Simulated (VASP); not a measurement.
Here is a VASP 6.6.1 calculation.

File INCAR:

```
SYSTEM = In4Sb3As
PREC = Accurate ; ENCUT = 520
EDIFF = 1E-6 ; ISMEAR = 0
SIGMA = 0.1 ; LREAL = .False.
LASPH = .True. ; NELM = 100
ALGO = Normal ; ISIF = 2
LWAVE = .False. ; LCHARG = .False.
GGA = PE ; NBANDS = 46
```

KPOINTS

```
Automatic mesh
0
Gamma
  8 8 4
  0 0 0
```

Contents of POSCAR:

```
In4Sb3As
1.0
    4.6166896814      0.0000000000      0.0000000000
    0.0000000000      4.6166896814      0.0000000000
    0.0000000000      0.0000000000     13.0296059570
In Sb As
4 3 1
Direct
    0.5000000000      0.0000000000      0.8706841908
    0.0000000000      0.5000000000      0.1293158092
    0.5000000000      0.0000000000      0.3873083900
    0.0000000000      0.5000000000      0.6126916100
    0.0000000000      0.0000000000      0.0000000000
    0.5000000000      0.5000000000      0.2582340561
    0.5000000000      0.5000000000      0.7417659439
    0.0000000000      0.0000000000      0.5000000000
```

Potentials or basis: VASP PAW PBE potentials, release 64 (In_d, Sb, As).

Command:

```bash
$ cat potpaw_PBE.64/In_d/POTCAR potpaw_PBE.64/Sb/POTCAR potpaw_PBE.64/As/POTCAR > POTCAR
$ mpirun -np 1 vasp_std > vasp.out
```

**Question.** What does it give for the largest force?

**Answer.** 0.005 eV/Å.

**Question.** Predict the pressure.

**Answer.** 0.0 GPa.

Forces in eV/Å, atoms in the order of the input:
```
In   0.000  0.000  0.002
In   0.000  0.000 -0.002
In   0.000  0.000 -0.005
In   0.000  0.000  0.005
Sb   0.000  0.000  0.000
Sb   0.000  0.000  0.000
Sb   0.000  0.000  0.000
As   0.000  0.000  0.000
```
